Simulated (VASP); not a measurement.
Wanted: the native input for a VASP 6.6.1 run.

| Property | Result |
| --- | --- |
| Task | single point |
| Functional | LDA |
| Potentials or basis | VASP PAW LDA potentials, release 64 (Ti_sv, N) |
| Cutoff | 520 eV |
| k mesh | 11 × 11 × 11 |
| Occupations | fermi-dirac, width 0.1 eV |
| Spin | no spin polarisation |
| Dipole correction | no |
| Further INCAR settings | ALGO = Normal; EDIFF = 1e-06; NBANDS = 16 |

The structure of TiN (Osbornite) lies in POSCAR:

```
TiN
1.0
    0.0000000000      2.0458720060      2.0458720060
    2.0458720060      0.0000000000      2.0458720060
    2.0458720060      2.0458720060      0.0000000000
Ti N
1 1
Direct
    0.0000000000      0.0000000000      0.0000000000
    0.5000000000      0.5000000000      0.5000000000
```

One way to write it, as run:

INCAR

```
SYSTEM = TiN
ALGO = Normal ; EDIFF = 1E-6
ENCUT = 520 ; ISIF = 2
ISMEAR = -1 ; LASPH = .True.
LCHARG = .False. ; LREAL = .False.
LWAVE = .False. ; NBANDS = 16
NELM = 80 ; PREC = Accurate
SIGMA = 0.1
```

KPOINTS

```
k-points
0
Gamma
  11 11 11
  0 0 0
```

Potentials or basis: VASP PAW LDA potentials, release 64 (Ti_sv, N).

Command:

```sh
$ cat potpaw_LDA.64/Ti_sv/POTCAR potpaw_LDA.64/N/POTCAR > POTCAR
$ mpirun -np 1 vasp_std > vasp.out
```

It gave:

```json
{"Pressure": "22.4 GPa"}
```

It took 10 s on 1 thread of Intel(R) Xeon(R) Platinum 8375C CPU @ 2.90GHz (Ice Lake), on a shared host, peak memory 0.14 GiB.
